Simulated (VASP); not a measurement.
Here is a VASP 6.6.1 calculation.

The input INCAR:

```
ALGO = Normal
EDIFF = 1E-6
ENCUT = 520
GGA = PS
ISIF = 2
ISMEAR = 0
LASPH = T
LCHARG = T
LELF = T
LREAL = F
LVHAR = T
LWAVE = F
NBANDS = 57
NELM = 80
PREC = Accurate
SIGMA = 0.02
```

KPOINTS

```
k-points
0
Gamma
  4 4 4
```

POSCAR

```
Hf3ZrS8
1.0
    6.3384389461      0.0000000000      0.0001915409
    0.0000000000      7.3217999875      0.0000000000
   -0.0011912136      0.0000000000      6.8123926347
Zr Hf S
1 3 8
Direct
    0.5000000000      0.0000000000      0.0000000000
    0.0000000000      0.7496623595      0.0000000000
    0.5000000000      0.5000000000      0.0000000000
    0.0000000000      0.2503376405      0.0000000000
    0.6677989245      0.7482624213      0.2124711050
    0.1670024481      0.5000000000      0.2120357244
    0.6677989245      0.2517375787      0.2124711050
    0.1640885630      0.0000000000      0.2124440678
    0.8359114370      0.0000000000      0.7875559322
    0.3322010755      0.7482624213      0.7875288950
    0.8329975519      0.5000000000      0.7879642756
    0.3322010755      0.2517375787      0.7875288950
```

Potentials or basis: VASP PAW PBE potentials, release 64 (Zr_sv, Hf_pv, S).

Launch:

```console
$ cat potpaw_PBE.64/Zr_sv/POTCAR potpaw_PBE.64/Hf_pv/POTCAR potpaw_PBE.64/S/POTCAR > POTCAR
$ mpirun -np 1 vasp_std > vasp.out
```

Predict the largest force.

0.329 eV/Å.

Estimate the pressure.

-2.9 GPa.

Estimate the band gap on the k mesh.

1.12 eV (least direct gap 1.15 eV).

Forces on the atoms (eV/Å):
```
Zr   0.000  0.000  0.000
Hf   0.000 -0.002  0.000
Hf   0.000  0.000  0.000
Hf   0.000  0.002  0.000
S    0.025 -0.042 -0.301
S    0.000  0.000 -0.329
S    0.025  0.042 -0.301
S   -0.049  0.000 -0.300
S    0.049  0.000  0.300
S   -0.025 -0.042  0.301
S    0.000  0.000  0.329
S   -0.025  0.042  0.301
```

Caveat: the PAW data sets were made with another functional, which shifts forces and pressure a little; spin-orbit coupling is left out, which moves the levels of the heavy elements; this functional lacks dispersion, which binds layers or chains, so the pressure and a relaxed spacing across them are unreliable. A k mesh can miss the band edges.
